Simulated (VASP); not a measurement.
# MgO (P1) in VASP: single point with PBE

Aim: the single point of MgO with PBE.

Everything below comes from runs of VASP 6.6.1. Logs are shortened: lines on timing, memory, paths and dates and some standing lists are left out, and cuts for length are marked.

## 1. The cell of the first run

The typed cell holds 16 atoms: a = 6.016 Å, b = 6.016 Å, c = 6.016 Å, α = 60.00°, β = 60.00°, γ = 60.00°.

## 2. Single point, PBE (atom 3 moved 0.15 Å)

INCAR

```
SYSTEM = MgO
PREC = Accurate ; ENCUT = 520
EDIFF = 1E-7 ; ISMEAR = 0
SIGMA = 0.05 ; LREAL = Auto
LASPH = .True. ; NELM = 80
ALGO = Normal ; ISIF = 2
LWAVE = .False. ; LCHARG = .False.
GGA = PE ; NBANDS = 46
```

KPOINTS

```
Automatic mesh
0
Gamma
  4 4 4
  0 0 0
```

POSCAR

```
MgO
1.0
    0.0000000000      4.2538458108     -4.2538458108
    4.2538458108      4.2538458108      0.0000000000
    4.2538458108      0.0000000000     -4.2538458108
Mg O
8 8
Direct
   -0.0012979290     -0.0006620254      0.5016177524
   -0.0012979290      0.4993379746      0.5016177524
    0.5194689353      0.0099303814      0.4757337134
    0.4987020710      0.4993379746      0.5016177524
   -0.0012979290     -0.0006620254      1.0016177524
   -0.0012979290      0.4993379746      1.0016177524
    0.4987020710     -0.0006620254      1.0016177524
    0.4987020710      0.4993379746      1.0016177524
    0.2487020710      0.7493379746      0.2516177524
    0.2487020710      0.2493379746      0.2516177524
    0.7487020710      0.7493379746      0.2516177524
    0.7487020710      0.2493379746      0.2516177524
    0.2487020710      0.7493379746      0.7516177524
    0.2487020710      0.2493379746      0.7516177524
    0.7487020710      0.7493379746      0.7516177524
    0.7487020710      0.2493379746      0.7516177524
```

Potentials or basis: VASP PAW PBE potentials, release 64 (Mg, O).

Run with:

```console
cat potpaw_PBE.64/Mg/POTCAR potpaw_PBE.64/O/POTCAR > POTCAR
mpirun -np 1 vasp_std > vasp.out
```

OUTCAR:

```text
SYSTEM = MgO
   PREC = Accurate
   ENCUT = 520
   EDIFF = 1E-7
   ISMEAR = 0
   LREAL = Auto
   LASPH = .True.
   NELM = 80
   ISIF = 2
   GGA = PE

 ion  position               nearest neighbor table
   1  0.999  0.999  0.502-   9 2.13  10 2.13  12 2.13  13 2.13  15 2.13  16 2.13   3 2.93   2 3.01
                             5 3.01   5 3.01   6 3.01   7 3.01   2 3.01   4 3.01   6 3.01   4 3.01
   2  0.999  0.499  0.502-   9 2.13  10 2.13  11 2.13  14 2.13  15 2.13  16 2.13   3 2.98   1 3.01
                             4 3.01   6 3.01   5 3.01   6 3.01   8 3.01   1 3.01   5 3.01   4 3.01
   3  0.519  0.010  0.476-  12 1.99  11 2.07  10 2.11  15 2.15  14 2.20  13 2.26   5 2.87   8 2.90
                             1 2.93   7 2.95   4 2.96   2 2.98   2 3.04   4 3.06   7 3.07   1 3.09
   4  0.499  0.499  0.502-   9 2.13  11 2.13  12 2.13  13 2.13  14 2.13  16 2.13   3 2.96   2 3.01
                             8 3.01   6 3.01   7 3.01   8 3.01   1 3.01   7 3.01   1 3.01   2 3.01
   5  0.999  0.999  0.002-   9 2.13  11 2.13  12 2.13  13 2.13  14 2.13  16 2.13   3 2.87   1 3.01
                             6 3.01   7 3.01   1 3.01   2 3.01   2 3.01   6 3.01   8 3.01   7 3.01
   6  0.999  0.499  0.002-  10 2.13  11 2.13  12 2.13  13 2.13  14 2.13  15 2.13   2 3.01   5 3.01
                             8 3.01   1 3.01   2 3.01   4 3.01   1 3.01   5 3.01   7 3.01   4 3.01
   7  0.499  0.999  0.002-   9 2.13  10 2.13  11 2.13  14 2.13  15 2.13  16 2.13   3 2.95   5 3.01
                             8 3.01   1 3.01   4 3.01   4 3.01   6 3.01   8 3.01   1 3.01   5 3.01
   8  0.499  0.499  0.002-   9 2.13  10 2.13  12 2.13  13 2.13  15 2.13  16 2.13   3 2.90   4 3.01
                             6 3.01   7 3.01   2 3.01   4 3.01   5 3.01   7 3.01   2 3.01   5 3.01
   9  0.249  0.749  0.252-   1 2.13   2 2.13   4 2.13   5 2.13   7 2.13   8 2.13
  10  0.249  0.249  0.252-   3 2.11   2 2.13   1 2.13   6 2.13   7 2.13   8 2.13
  11  0.749  0.749  0.252-   3 2.07   2 2.13   4 2.13   5 2.13   6 2.13   7 2.13
  12  0.749  0.249  0.252-   3 1.99   1 2.13   4 2.13   5 2.13   6 2.13   8 2.13
  13  0.249  0.749  0.752-   1 2.13   4 2.13   5 2.13   6 2.13   8 2.13   3 2.26
  14  0.249  0.249  0.752-   2 2.13   4 2.13   5 2.13   6 2.13   7 2.13   3 2.20
  15  0.749  0.749  0.752-   1 2.13   2 2.13   6 2.13   7 2.13   8 2.13   3 2.15
  16  0.749  0.249  0.752-   1 2.13   2 2.13   4 2.13   5 2.13   7 2.13   8 2.13

  LATTYP: Found a face centered cubic cell.
 ALAT       =     8.5076916216

  Lattice vectors:

 A1 = (   0.0000000000,   4.2538458108,  -4.2538458108)
 A2 = (   4.2538458108,   4.2538458108,   0.0000000000)
 A3 = (   4.2538458108,   0.0000000000,  -4.2538458108)

Analysis of symmetry for initial positions (statically):
=====================================================================
 Subroutine PRICEL returns:
 Original cell was already a primitive cell.

 Routine SETGRP: Setting up the symmetry group for a
 face centered cubic supercell.

 Subroutine GETGRP returns: Found  1 space group operations
 (whereof  1 operations were pure point group operations)
 out of a pool of 48 trial point group operations.

The static configuration has the point symmetry C_1 .

Analysis of symmetry for dynamics (positions and initial velocities):
=====================================================================
 Subroutine PRICEL returns:
 Original cell was already a primitive cell.

 Routine SETGRP: Setting up the symmetry group for a
 face centered cubic supercell.

 Subroutine GETGRP returns: Found  1 space group operations
 (whereof  1 operations were pure point group operations)
 out of a pool of 48 trial point group operations.

The dynamic configuration has the point symmetry C_1 .

 Subroutine INISYM returns: Found  1 space group operations
 (whereof  1 operations are pure point group operations),
 and found     1 'primitive' translations

----------------------------------------------------------------------------------------

                                     Primitive cell

  volume of cell :     153.9484

  direct lattice vectors                    reciprocal lattice vectors
     0.000000000  4.253845811 -4.253845811    -0.117540697  0.117540697 -0.117540697
     4.253845811  4.253845811  0.000000000     0.117540697  0.117540697  0.117540697
     4.253845811  0.000000000 -4.253845811     0.117540697 -0.117540697 -0.117540697

  length of vectors
     6.015846438  6.015846438  6.015846438     0.203586459  0.203586459  0.203586459

  position of ions in fractional coordinates (direct lattice)
     0.998702071  0.999337975  0.501617752
     0.998702071  0.499337975  0.501617752
     0.519468935  0.009930381  0.475733713
     0.498702071  0.499337975  0.501617752
     0.998702071  0.999337975  0.001617752
     0.998702071  0.499337975  0.001617752
[... 44 lines left out ...]

  Length of vectors
     0.050896615  0.050896615  0.050896615

  Shift w.r.t. Gamma in fractional coordinates (k-lattice)
     0.000000000  0.000000000  0.000000000

 Subroutine IBZKPT returns following result:
 ===========================================

 Found     36 irreducible k-points:

 Following reciprocal coordinates:
            Coordinates               Weight
  0.000000  0.000000  0.000000      1.000000
  0.250000  0.000000  0.000000      2.000000
  0.000000  0.250000  0.000000      2.000000
  0.000000  0.000000  0.250000      2.000000
  0.250000  0.250000  0.250000      2.000000
  0.500000  0.000000  0.000000      1.000000
[... 16 lines left out ...]
  0.250000  0.500000  0.500000      2.000000
  0.500000  0.000000  0.250000      2.000000
 [... further k-points ...]
   k-points           NKPTS =     36   k-points in BZ     NKDIM =     36   number of bands    NBANDS=     46
   number of dos      NEDOS =    301   number of ions     NIONS =     16
   total plane-waves  NPLWV = 110592
   dimension x,y,z NGX =    48 NGY =   48 NGZ =   48
   dimension x,y,z NGXF=    96 NGYF=   96 NGZF=   96
   ions per type =               8   8
   NGX,Y,Z   is equivalent  to a cutoff of  13.26, 13.26, 13.26 a.u.
   NGXF,Y,Z  is equivalent  to a cutoff of  26.53, 26.53, 26.53 a.u.
 SYSTEM =  MgO
   PREC   = accura    normal or accurate (medium, high low for compatibility)
   ISTART =      0    job   : 0-new  1-cont  2-samecut
   ICHARG =      2    charge: 1-file 2-atom 10-const
   ISPIN  =      1    spin polarized calculation?
   LNONCOLLINEAR =      F non collinear calculations
   LSORBIT =      F    spin-orbit coupling
   LASPH  =      T    aspherical Exc in radial PAW
   ENCUT  =  520.0 eV  38.22 Ry    6.18 a.u.  11.19 11.19 11.19*2*pi/ulx,y,z
   NELM   =     80;   NELMIN=  2; NELMDL= -5     # of ELM steps
   EDIFF  = 0.1E-06   stopping-criterion for ELM
   LREAL  =      T    real-space projection
   EDIFFG = 0.1E-05   stopping-criterion for IOM
   NSW    =      0    number of steps for IOM
   IBRION =     -1    ionic relax: 0-MD 1-quasi-New 2-CG
   NFREE  =      0    steps in history (QN), initial steepest desc. (CG)
   ISIF   =      2    stress and relaxation
   ISYM   =      2    0-nonsym 1-usesym 2-fastsym
   POTIM  = 0.5000    time-step for ionic-motion
   TEBEG  =    0.0;   TEEND  =   0.0 temperature during run
   PSTRESS=    0.0 pullay stress
   NELECT =      64.0000    total number of electrons
   NUPDOWN=      -1.0000    fix difference up-down
   EMIN   =  10.00;   EMAX   =-10.00  energy-range for DOS
   EFERMI =   0.00;   METHOD = LEGACY
   ISMEAR =     0;   SIGMA  =   0.05  broadening in eV -4-tet -1-fermi 0-gaus
   EFERMI_NEDOS =   21; number of points for ismear=-14 and -15
   IALGO  =     38    algorithm
   IMIX   =      4    mixing-type and parameters
     AMIX     =   0.40;   BMIX     =  1.00
     AMIX_MAG =   1.60;   BMIX_MAG =  1.00
  volume/ion in A,a.u.               =       9.62        64.93
  Fermi-wavevector in a.u.,A,eV,Ry     =   1.221827  2.308918 20.311613  1.492861
  Thomas-Fermi vector in A             =   2.356996
   LORBIT       =      0    0 simple, 1 ext, 2 COOP (PROOUT), +10 PAW based schemes
   GGA     = PE    functional components
   LHFCALC =     F    Hartree Fock is set to
   AEXX    =    0.0000 exact exchange contribution
   IVDW    =     0    specifies the selected vdW correction
   LEPSILON=     F    determine dielectric tensor
   LRPA    =     F    only Hartree local field effects (RPA)
 non-spin polarized calculation
 Gauss-broadening in eV      SIGMA  =   0.05
  energy-cutoff  :      520.00
  volume of cell :      153.95
 maximum number of plane-waves:      4184
 NGX is ok and might be reduce to    48
   NGX = 23   NGY = 23   NGZ = 23

 number of electron      64.0000023 magnetization

 Free energy of the ion-electron system (eV)
  ---------------------------------------------------
  ext. energy  EPLUGINS =         0.00000000
  ---------------------------------------------------
  free energy    TOTEN  =       -95.17489441 eV

  energy without entropy =      -95.17489441  energy(sigma->0) =      -95.17489441

 E-fermi :   3.3400     XC(G=0): -10.9380

 val. band max:        3.0350121703   @ k =   0.0000   0.0000   0.0000
 cond. band min:       7.4025847856   @ k =   0.0000   0.0000   0.0000
 fundamental gap:      4.3675726152
 Fermi energy:         3.3399794332

 k-point     1 :       0.0000    0.0000    0.0000
  band No.  band energies     occupation
      1     -14.1778      2.00000
      2     -13.1256      2.00000
      3     -12.9821      2.00000
      4     -12.9411      2.00000
      5     -12.9321      2.00000
      6     -12.6821      2.00000
[... 1117 lines left out ...]
     43      14.3767      0.00000
     44      14.4210      0.00000

 [... further k-points ...]

 [bands above 44 left out]

------------------------ aborting loop because EDIFF is reached ----------------------------------------

  FORCE on cell =-STRESS in cart. coord.  units (eV):
  Direction    XX          YY          ZZ          XY          YZ          ZX
  --------------------------------------------------------------------------------------
  -------------------------------------------------------------------------------------
  Total       -0.5043981     -0.0165773     -0.6269114      0.0296229     -0.0050063      0.0072498
  in kB       -5.2493894     -0.1725244     -6.5244138      0.3082922     -0.0521020      0.0754503
  external PRESSURE =      -3.9821092 kB  Pullay stress =       0.0000000 kB

 VOLUME and BASIS-vectors are now :
 -----------------------------------------------------------------------------
  energy-cutoff  :      520.00
  volume of cell :      153.95
      direct lattice vectors                 reciprocal lattice vectors
     0.000000000  4.253845811 -4.253845811    -0.117540697  0.117540697 -0.117540697
     4.253845811  4.253845811  0.000000000     0.117540697  0.117540697  0.117540697
     4.253845811  0.000000000 -4.253845811     0.117540697 -0.117540697 -0.117540697

 POSITION                                       TOTAL-FORCE (eV/Angst)
 -----------------------------------------------------------------------------------
      6.38483      8.49935     -6.38213         0.023956      0.091902     -0.398815
      4.25791      6.37243     -6.38213        -0.008922     -0.047820     -0.180365
      2.06594      2.25198     -4.23344         0.683940     -1.494404     -0.224262
      4.25791      4.24551     -4.25521         0.345410     -0.046120     -0.007772
      4.25791      8.49935     -4.25521        -0.510065      0.373926     -0.008877
      2.13099      6.37243     -4.25521        -0.110506      0.227272      0.036915
[... 8 lines left out ...]
      6.38483      6.37243     -6.38213        -0.046355      0.094871      0.027482
      4.25791      4.24551     -6.38213         0.009979     -0.018364     -0.006813
 -----------------------------------------------------------------------------------
    total drift:                                0.009667     -0.027579     -0.004547

  FREE ENERGIE OF THE ION-ELECTRON SYSTEM (eV)
  ---------------------------------------------------
  free  energy   TOTEN  =       -95.1748944111 eV

  energy  without entropy=      -95.1748944111  energy(sigma->0) =      -95.17489441
```

It took 7.6 min on 1 thread of AMD EPYC 7R13 (Zen 3), shared host; peak memory 0.37 GiB.

What came out:

- Free energy: -95.1749 eV
- Pressure: -0.4 GPa
- Largest force: 1.659 eV/Å
- Band gap on the k mesh: 4.37 eV

Forces on the atoms (eV/Å):
```
Mg   0.024  0.092 -0.399
Mg  -0.009 -0.048 -0.180
Mg   0.684 -1.494 -0.224
Mg   0.345 -0.046 -0.008
Mg  -0.510  0.374 -0.009
Mg  -0.111  0.227  0.037
Mg  -0.148 -0.049  0.233
Mg   0.025  0.232  0.454
O    0.007 -0.017  0.001
O   -0.048  0.097  0.016
O   -0.101  0.098  0.016
O   -0.044  0.356  0.015
O   -0.040  0.010  0.013
O   -0.039  0.091  0.015
O   -0.046  0.095  0.027
O    0.010 -0.018 -0.007
```

Stress tensor (GPa, compression positive):
```
-0.52  0.03  0.01
 0.03 -0.02 -0.01
 0.01 -0.01 -0.65
```

Levels at points of the mesh, in eV from the valence-band top:
| k point | band 29 | band 30 | band 31 | band 32 | band 33 | band 34 | band 35 | band 36 |
| --- | --- | --- | --- | --- | --- | --- | --- | --- |
| (0.00, 0.00, 0.00) | -0.65 | -0.04 | -0.03 | 0.00 | 4.37 | 7.60 | 7.63 | 7.64 |
| (0.50, 0.00, 0.00) | -0.50 | -0.48 | -0.28 | -0.22 | 6.69 | 6.80 | 9.26 | 9.35 |
| (0.00, 0.50, 0.00) | -0.44 | -0.41 | -0.33 | -0.28 | 6.71 | 6.77 | 9.28 | 9.36 |
| (0.00, 0.00, 0.50) | -0.53 | -0.52 | -0.25 | -0.21 | 6.67 | 6.82 | 9.27 | 9.31 |
| (0.50, 0.50, 0.50) | -0.42 | -0.37 | -0.35 | -0.31 | 6.73 | 6.76 | 9.31 | 9.33 |
| (0.50, 0.50, 0.00) | -0.65 | -0.59 | -0.58 | -0.57 | 7.65 | 7.72 | 9.10 | 9.13 |
| (0.00, 0.50, 0.50) | -0.65 | -0.65 | -0.57 | -0.48 | 7.68 | 7.71 | 9.08 | 9.11 |
| (0.50, 0.00, 0.50) | -0.68 | -0.68 | -0.62 | -0.44 | 7.69 | 7.70 | 9.07 | 9.12 |

Caveat: the cell differs from its parent crystal (atom 3 moved 0.15 Å); forces of over 1 eV/Å act on the atoms, so gaps and moduli don't describe the material at rest.
